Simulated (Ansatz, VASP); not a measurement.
**CdHg3Se4: VASP beside Ansatz**

```xyz
8
Lattice="4.4411 0.0000 0.0000 0.0000 4.4411 0.0000 0.0000 0.0000 12.4488" Properties=species:S:1:pos:R:3 pbc="T T T"
Cd    2.2205    2.2205    6.2244
Hg    0.0000    0.0000    9.3178
Hg    2.2205    2.2205    0.0000
Hg    0.0000    0.0000    3.1311
Se    2.2205    0.0000   10.8836
Se    0.0000    2.2205    1.5652
Se    2.2205    0.0000    4.7003
Se    0.0000    2.2205    7.7485
```

Alike in both runs: functional PBE; k mesh 4 × 4 × 2; occupations gaussian, width 0.1 eV; no spin polarisation.

Ansatz relaxed the structure, and its values are those at the end. VASP's run is a single point on that final structure, the one shown.

|  | VASP | Ansatz |
| --- | --- | --- |
| version | VASP 6.6.1 | Ansatz 0.2.0 |
| potentials or method | VASP PAW PBE potentials, release 64 (Cd, Hg, Se), cutoff 520 eV | scalar-relativistic, plane waves, PAW |
| valence electrons in the cell | 72 | 144 |

Ansatz gave:

```
pressure (GPa) : -0.3
```

Question: Which values does VASP return?

Answer: Pressure (GPa): -0.1.

VASP's potentials hold 72 valence electrons a cell and Ansatz's 144, so a difference there can come from the potentials and not from the codes.

Neither program's run includes spin-orbit coupling.
